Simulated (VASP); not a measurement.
# Mg (I4/mmm) in VASP: further runs

The runs below take Mg through single point, with PBE.

All numbers are computed with VASP 6.6.1; they aren't measurements. Logs are shortened: lines on timing, memory, paths and dates and some standing lists are left out, and cuts for length are marked.

**1. The cell of the first run**

It takes space group I4/mmm (No. 139, tetragonal). Conventional cell: a = 3.478 Å, b = 3.478 Å, c = 3.182 Å, α = 90.00°, β = 90.00°, γ = 90.00°. Mg (site symmetry 4/mmm) has 14 Mg at 2.93 to 3.48 Å within 3.9 Å.

**2. Single point, PBE**

The input, INCAR:

```
SYSTEM = Mg
ALGO = Normal ; EDIFF = 1E-6
ENCUT = 520 ; GGA = PE
ISIF = 2 ; ISMEAR = 0
LASPH = .TRUE. ; LCHARG = .FALSE.
LREAL = .FALSE. ; LWAVE = .FALSE.
NBANDS = 7 ; NELM = 80
PREC = Accurate ; SIGMA = 0.05
```

The input, KPOINTS:

```
k-points
0
G
  14 14 14
  0 0 0
```

The input, POSCAR:

```
Mg
1.0
   -1.7391765548      1.7391765548      1.5908460855
    1.7391765548     -1.7391765548      1.5908460855
    1.7391765548      1.7391765548     -1.5908460855
Mg
1
Direct
    0.0000000000      0.0000000000      0.0000000000
```

Potentials or basis: VASP PAW PBE potentials, release 64 (Mg).

Run with:

```console
> cat potpaw_PBE.64/Mg/POTCAR > POTCAR
> mpirun -np 1 vasp_std > vasp.out
```

OUTCAR:

```text
SYSTEM = Mg
   EDIFF = 1E-6
   ENCUT = 520
   GGA = PE
   ISIF = 2
   ISMEAR = 0
   LASPH = .TRUE.
   LREAL = .FALSE.
   NELM = 80
   PREC = Accurate

 ion  position               nearest neighbor table
   1  0.000  0.000  0.000-

  LATTYP: Found a body centered tetragonal cell.
 ALAT       =     3.4783531096
 C/A-ratio  =     0.9147122419

  Lattice vectors:

 A1 = (  -1.7391765548,   1.7391765548,   1.5908460855)
 A2 = (   1.7391765548,  -1.7391765548,   1.5908460855)
 A3 = (   1.7391765548,   1.7391765548,  -1.5908460855)

Analysis of symmetry for initial positions (statically):
=====================================================================
 Subroutine PRICEL returns:
 Original cell was already a primitive cell.

 Routine SETGRP: Setting up the symmetry group for a
 body centered tetragonal supercell.

 Subroutine GETGRP returns: Found 16 space group operations
 (whereof 16 operations were pure point group operations)
 out of a pool of 16 trial point group operations.

The static configuration has the point symmetry D_4h.

Analysis of symmetry for dynamics (positions and initial velocities):
=====================================================================
 Subroutine PRICEL returns:
 Original cell was already a primitive cell.

 Routine SETGRP: Setting up the symmetry group for a
 body centered tetragonal supercell.

 Subroutine GETGRP returns: Found 16 space group operations
 (whereof 16 operations were pure point group operations)
 out of a pool of 16 trial point group operations.

The dynamic configuration has the point symmetry D_4h.

 Subroutine INISYM returns: Found 16 space group operations
 (whereof 16 operations are pure point group operations),
 and found     1 'primitive' translations

----------------------------------------------------------------------------------------

                                     Primitive cell

  volume of cell :      19.2476

  direct lattice vectors                    reciprocal lattice vectors
    -1.739176555  1.739176555  1.590846085     0.000000000  0.287492376  0.314298162
     1.739176555 -1.739176555  1.590846085     0.287492376  0.000000000  0.314298162
     1.739176555  1.739176555 -1.590846085     0.287492376  0.287492376  0.000000000

  length of vectors
     2.929208331  2.929208331  2.929208331     0.425952111  0.425952111  0.406575617

  position of ions in fractional coordinates (direct lattice)
     0.000000000  0.000000000  0.000000000

  ion indices of the primitive-cell ions
   primitive index   ion index
                 1           1

----------------------------------------------------------------------------------------

 KPOINTS: k-points

Automatic generation of k-mesh.
 Grid dimensions read from file:
 generate k-points for:   14   14   14

 Generating k-lattice:

  Cartesian coordinates                     Fractional coordinates (reciprocal lattice)
     0.000000000  0.020535170  0.022449869     0.071428571 -0.000000000  0.000000000
     0.020535170  0.000000000  0.022449869    -0.000000000  0.071428571  0.000000000
     0.020535170  0.020535170  0.000000000     0.000000000  0.000000000  0.071428571

  Length of vectors
     0.030425151  0.030425151  0.029041116

  Shift w.r.t. Gamma in fractional coordinates (k-lattice)
     0.000000000  0.000000000  0.000000000

 Subroutine IBZKPT returns following result:
 ===========================================

 Found    244 irreducible k-points:

 Following reciprocal coordinates:
            Coordinates               Weight
  0.000000  0.000000  0.000000      1.000000
  0.071429  0.000000  0.000000      8.000000
  0.142857 -0.000000  0.000000      8.000000
  0.214286  0.000000  0.000000      8.000000
  0.285714  0.000000 -0.000000      8.000000
  0.357143  0.000000 -0.000000      8.000000
[... 16 lines left out ...]
  0.214286  0.142857  0.000000     16.000000
  0.285714  0.142857 -0.000000     16.000000
 [... further k-points ...]
   k-points           NKPTS =    244   k-points in BZ     NKDIM =    244   number of bands    NBANDS=      7
   number of dos      NEDOS =    301   number of ions     NIONS =      1
   total plane-waves  NPLWV =  13824
   dimension x,y,z NGX =    24 NGY =   24 NGZ =   24
   dimension x,y,z NGXF=    48 NGYF=   48 NGZF=   48
   ions per type =               1
   NGX,Y,Z   is equivalent  to a cutoff of  13.62, 13.62, 13.62 a.u.
   NGXF,Y,Z  is equivalent  to a cutoff of  27.24, 27.24, 27.24 a.u.
 SYSTEM =  Mg
   PREC   = accura    normal or accurate (medium, high low for compatibility)
   ISTART =      0    job   : 0-new  1-cont  2-samecut
   ICHARG =      2    charge: 1-file 2-atom 10-const
   ISPIN  =      1    spin polarized calculation?
   LNONCOLLINEAR =      F non collinear calculations
   LSORBIT =      F    spin-orbit coupling
   LASPH  =      T    aspherical Exc in radial PAW
   ENCUT  =  520.0 eV  38.22 Ry    6.18 a.u.   5.45  5.45  5.45*2*pi/ulx,y,z
   NELM   =     80;   NELMIN=  2; NELMDL= -5     # of ELM steps
   EDIFF  = 0.1E-05   stopping-criterion for ELM
   LREAL  =      F    real-space projection
   EDIFFG = 0.1E-04   stopping-criterion for IOM
   NSW    =      0    number of steps for IOM
   IBRION =     -1    ionic relax: 0-MD 1-quasi-New 2-CG
   NFREE  =      0    steps in history (QN), initial steepest desc. (CG)
   ISIF   =      2    stress and relaxation
   ISYM   =      2    0-nonsym 1-usesym 2-fastsym
   POTIM  = 0.5000    time-step for ionic-motion
   TEBEG  =    0.0;   TEEND  =   0.0 temperature during run
   PSTRESS=    0.0 pullay stress
   NELECT =       2.0000    total number of electrons
   NUPDOWN=      -1.0000    fix difference up-down
   EMIN   =  10.00;   EMAX   =-10.00  energy-range for DOS
   EFERMI =   0.00;   METHOD = LEGACY
   ISMEAR =     0;   SIGMA  =   0.05  broadening in eV -4-tet -1-fermi 0-gaus
   EFERMI_NEDOS =   21; number of points for ismear=-14 and -15
   IALGO  =     38    algorithm
   IMIX   =      4    mixing-type and parameters
     AMIX     =   0.40;   BMIX     =  1.00
     AMIX_MAG =   1.60;   BMIX_MAG =  1.00
  volume/ion in A,a.u.               =      19.25       129.89
  Fermi-wavevector in a.u.,A,eV,Ry     =   0.769650  1.454427  8.059552  0.592360
  Thomas-Fermi vector in A             =   1.870684
   LORBIT       =      0    0 simple, 1 ext, 2 COOP (PROOUT), +10 PAW based schemes
   GGA     = PE    functional components
   LHFCALC =     F    Hartree Fock is set to
   AEXX    =    0.0000 exact exchange contribution
   IVDW    =     0    specifies the selected vdW correction
   LEPSILON=     F    determine dielectric tensor
   LRPA    =     F    only Hartree local field effects (RPA)
 non-spin polarized calculation
 Gauss-broadening in eV      SIGMA  =   0.05
  energy-cutoff  :      520.00
  volume of cell :       19.25
 maximum number of plane-waves:       533
 NGX is ok and might be reduce to    24
   NGX = 11   NGY = 11   NGZ = 11

 number of electron       2.0000000 magnetization

 Free energy of the ion-electron system (eV)
  ---------------------------------------------------
  ext. energy  EPLUGINS =         0.00000000
  ---------------------------------------------------
  free energy    TOTEN  =        -1.39071622 eV

  energy without entropy =       -1.39037364  energy(sigma->0) =       -1.39054493

 E-fermi :   3.6522     XC(G=0):  -9.0565

 val. band max:        3.6286176567   @ k =  -0.1429   0.5000   0.1429
 cond. band min:       3.6624235230   @ k =  -0.4286  -0.4286   0.1429
 fundamental gap:      0.0338058663
 Fermi energy:         3.6521996250

 k-point     1 :       0.0000    0.0000    0.0000
  band No.  band energies     occupation
      1      -4.0993      2.00000
      2      16.6189      0.00000
      3      18.6930      0.00000
      4      18.6930      0.00000
      5      19.0166      0.00000
      6      19.8723      0.00000
      7      19.8723      0.00000

 k-point     2 :       0.0714    0.0000    0.0000
  band No.  band energies     occupation
      1      -3.9595      2.00000
      2      16.0951      0.00000
      3      17.0909      0.00000
      4      17.9881      0.00000
      5      18.2205      0.00000
      6      20.1369      0.00000
      7      20.6339      0.00000

 k-point     3 :       0.1429   -0.0000    0.0000
  band No.  band energies     occupation
      1      -3.5416      2.00000
      2      14.3554      0.00000
      3      15.1370      0.00000
      4      16.8238      0.00000
      5      17.1531      0.00000
      6      19.2550      0.00000
      7      21.3457      0.00000

 k-point     4 :       0.2143    0.0000    0.0000
  band No.  band energies     occupation
      1      -2.8499      2.00000
      2      11.6220      0.00000
      3      14.2117      0.00000
      4      15.7804      0.00000
      5      16.1990      0.00000
      6      18.4278      0.00000
      7      21.9200      0.00000

 k-point     5 :       0.2857    0.0000   -0.0000
  band No.  band energies     occupation
      1      -1.8918      2.00000
      2       9.0509      0.00000
      3      13.4394      0.00000
      4      14.9641      0.00000
      5      15.4475      0.00000
      6      17.6653      0.00000
      7      22.5543      0.00000
[... 161 lines left out ...]
 k-point    22 :       0.1429    0.1429    0.0000
  band No.  band energies     occupation
      1      -2.3893      2.00000
      2      11.3640      0.00000
      3      12.0020      0.00000
      4      14.4845      0.00000
      5      18.0039      0.00000
      6      18.6674      0.00000
      7      21.1818      0.00000

 k-point    23 :       0.2143    0.1429    0.0000
  band No.  band energies     occupation
      1      -1.4133      2.00000
      2       9.0855      0.00000
      3      10.8192      0.00000
      4      13.8479      0.00000
      5      17.4018      0.00000
      6      18.9434      0.00000
      7      21.1676      0.00000

 k-point    24 :       0.2857    0.1429   -0.0000
  band No.  band energies     occupation
      1      -0.1853      2.00000
      2       6.7981      0.00000
      3      10.0526      0.00000
      4      13.4254      0.00000
      5      16.7750      0.00000
      6      19.2754      0.00000
      7      21.2533      0.00000

 [... further k-points ...]
[... 5 lines left out ...]
  --------------------------------------------------------------------------------------
  -------------------------------------------------------------------------------------
  Total        0.9827926      0.9827926      1.1870760      0.0000000     -0.0000000      0.0000000
  in kB       81.8082266     81.8082266     98.8128907      0.0000000     -0.0000000      0.0000000
  external PRESSURE =      87.4764480 kB  Pullay stress =       0.0000000 kB

 VOLUME and BASIS-vectors are now :
 -----------------------------------------------------------------------------
  energy-cutoff  :      520.00
  volume of cell :       19.25
      direct lattice vectors                 reciprocal lattice vectors
    -1.739176555  1.739176555  1.590846085     0.000000000  0.287492376  0.314298162
     1.739176555 -1.739176555  1.590846085     0.287492376  0.000000000  0.314298162
     1.739176555  1.739176555 -1.590846085     0.287492376  0.287492376  0.000000000

 POSITION                                       TOTAL-FORCE (eV/Angst)
 -----------------------------------------------------------------------------------
      0.00000      0.00000      0.00000         0.000000      0.000000      0.000000
 -----------------------------------------------------------------------------------
    total drift:                                0.000000     -0.000000     -0.000000

  FREE ENERGIE OF THE ION-ELECTRON SYSTEM (eV)
  ---------------------------------------------------
  free  energy   TOTEN  =        -1.3907162221 eV

  energy  without entropy=       -1.3903736362  energy(sigma->0) =       -1.39054493
```

Run time: 25 s. Hardware: 1 thread of AMD EPYC 7R43 (Zen 3), shared host; peak memory 0.12 GiB.

What came out:

- Free energy: -1.3907 eV
- Pressure: 8.7 GPa
- Band gap on the k mesh: zero (band 1 reaches 7.21 eV, above the bottom of band 2 at 2.32 eV)

**3. Single point, PBE**

This run uses another cell than the first one, of 22.64 Å³/atom, 1.176 times its volume.

The input, INCAR:

```
SYSTEM = Mg
  PREC = Accurate
  ENCUT = 520
  EDIFF = 1E-7
  ISMEAR = 0
  SIGMA = 0.05
  LREAL = .FALSE.
  LASPH = .TRUE.
  NELM = 60
  ALGO = Normal
  ISIF = 2
  LWAVE = .FALSE.
  LCHARG = .TRUE.
  GGA = PE
  LELF = .TRUE.
  LVHAR = .TRUE.
  NBANDS = 7
```

The input, KPOINTS:

```
Automatic mesh
0
G
  14 14 14
  0 0 0
```

The input, POSCAR:

```
Mg
1.0
   -1.8359916300      1.8359916300      1.6794040200
    1.8359916300     -1.8359916300      1.6794040200
    1.8359916300      1.8359916300     -1.6794040200
Mg
1
Direct
    0.0000000000      0.0000000000      0.0000000000
```

Potentials or basis: VASP PAW PBE potentials, release 64 (Mg).

Run with:

```console
> cat potpaw_PBE.64/Mg/POTCAR > POTCAR
> mpirun -np 1 vasp_std > vasp.out
```

OUTCAR:

```text
SYSTEM = Mg
   PREC = Accurate
   ENCUT = 520
   EDIFF = 1E-7
   ISMEAR = 0
   LREAL = .FALSE.
   LASPH = .TRUE.
   NELM = 60
   ISIF = 2
   GGA = PE

 ion  position               nearest neighbor table
   1  0.000  0.000  0.000-

  LATTYP: Found a body centered tetragonal cell.
 ALAT       =     3.6719832600
 C/A-ratio  =     0.9147122419

  Lattice vectors:

 A1 = (  -1.8359916300,   1.8359916300,   1.6794040200)
 A2 = (   1.8359916300,  -1.8359916300,   1.6794040200)
 A3 = (   1.8359916300,   1.8359916300,  -1.6794040200)
[... 411 lines left out ...]
  band No.  band energies     occupation
      1      -0.7511      2.00000
      2       5.6017      0.00000
      3       8.5369      0.00000
      4      11.3629      0.00000
      5      14.6318      0.00000
      6      16.7749      0.00000
      7      18.4338      0.00000

 [... further k-points ...]
[... 5 lines left out ...]
  --------------------------------------------------------------------------------------
  -------------------------------------------------------------------------------------
  Total        0.0351991      0.0351991      0.0893153      0.0000000      0.0000000      0.0000000
  in kB        2.4904966      2.4904966      6.3194569      0.0000000      0.0000000      0.0000000
  external PRESSURE =       3.7668167 kB  Pullay stress =       0.0000000 kB

 VOLUME and BASIS-vectors are now :
 -----------------------------------------------------------------------------
  energy-cutoff  :      520.00
  volume of cell :       22.64
      direct lattice vectors                 reciprocal lattice vectors
    -1.835991630  1.835991630  1.679404020     0.000000000  0.272332396  0.297724665
     1.835991630 -1.835991630  1.679404020     0.272332396  0.000000000  0.297724665
     1.835991630  1.835991630 -1.679404020     0.272332396  0.272332396  0.000000000

 POSITION                                       TOTAL-FORCE (eV/Angst)
 -----------------------------------------------------------------------------------
      0.00000      0.00000      0.00000        -0.000000     -0.000000     -0.000000
 -----------------------------------------------------------------------------------
    total drift:                               -0.000000      0.000000     -0.000000

  FREE ENERGIE OF THE ION-ELECTRON SYSTEM (eV)
  ---------------------------------------------------
  free  energy   TOTEN  =        -1.4762077271 eV

  energy  without entropy=       -1.4755438096  energy(sigma->0) =       -1.47587577
```

OSZICAR:

```text
N       E                     dE             d eps       ncg     rms          rms(c)
DAV:   1    -0.795818414844E+00   -0.79582E+00   -0.75043E+02  3703   0.191E+02
DAV:   2    -0.148172139497E+01   -0.68590E+00   -0.65868E+00  4459   0.112E+01
DAV:   3    -0.148441134276E+01   -0.26899E-02   -0.26894E-02  4431   0.792E-01
DAV:   4    -0.148441641580E+01   -0.50730E-05   -0.50727E-05  4767   0.254E-02
DAV:   5    -0.148441642811E+01   -0.12300E-07   -0.12483E-07  4347   0.821E-04    0.679E-01
DAV:   6    -0.148052894856E+01    0.38875E-02   -0.29886E-04  3787   0.123E-01    0.434E-01
DAV:   7    -0.147620058955E+01    0.43284E-02   -0.13429E-03  3542   0.218E-01    0.248E-02
DAV:   8    -0.147620824120E+01   -0.76516E-05   -0.85365E-06  5026   0.177E-02    0.561E-03
DAV:   9    -0.147620782518E+01    0.41601E-06   -0.69154E-07  3808   0.343E-03    0.450E-04
DAV:  10    -0.147620772707E+01    0.98109E-07   -0.39062E-09  3444   0.331E-04
   1 F= -.14762077E+01 E0= -.14758758E+01  d E =-.663917E-03
```

It took 31 s on 1 thread of AMD EPYC 7R43 (Zen 3), shared host; peak memory 0.13 GiB.

What came out:

| Item | Value |
| --- | --- |
| Free energy | -1.4762 eV |
| Pressure | 0.4 GPa |
| Band gap on the k mesh | zero (band 1 reaches 5.94 eV, above the bottom of band 2 at 1.40 eV) |

**4. Single point, PBE**

This run uses another cell than the first one, of 22.64 Å³/atom, 1.176 times its volume.

The input, INCAR:

```
PREC = Accurate
ENCUT = 520
EDIFF = 1E-6
ISMEAR = 0
SIGMA = 0.05
LREAL = F
LASPH = T
NELM = 60
ALGO = Normal
ISIF = 2
LWAVE = F
LCHARG = T
GGA = PE
LELF = T
LVHAR = T
NBANDS = 7
```

The input, KPOINTS:

```
regular mesh
0
Gamma
  14 14 14
```

POSCAR is that of step 3.

Run with:

```console
> cat potpaw_PBE.64/Mg/POTCAR > POTCAR
> mpirun -np 1 vasp_std > vasp.out
```

Wall time 28 s (1 thread of AMD EPYC 7R43 (Zen 3), shared host); peak memory 0.13 GiB.

The run converged. Its results:

```yaml
Free_energy: -1.4762 eV
Pressure: 0.4 GPa
Band_gap_on_the_k_mesh: zero (band 1 reaches 5.94 eV, above the bottom of band 2 at 1.40 eV)
```

Stress tensor (GPa, compression positive):
```
0.25 0.00 0.00
0.00 0.25 0.00
0.00 0.00 0.63
```

Levels at points of the mesh, in eV from the Fermi level:
```tsv
k point	band 1	band 2	band 3	band 4	band 5
(0.00, 0.00, 0.00)	-6.99	11.98	13.84	13.84	14.17
(0.50, 0.00, 0.00)	-1.34	-0.65	8.22	9.01	9.78
(0.50, 0.50, 0.00)	-1.74	-1.31	9.84	10.55	11.53
(0.50, 0.50, 0.50)	3.24	3.24	3.61	4.18	5.40
```
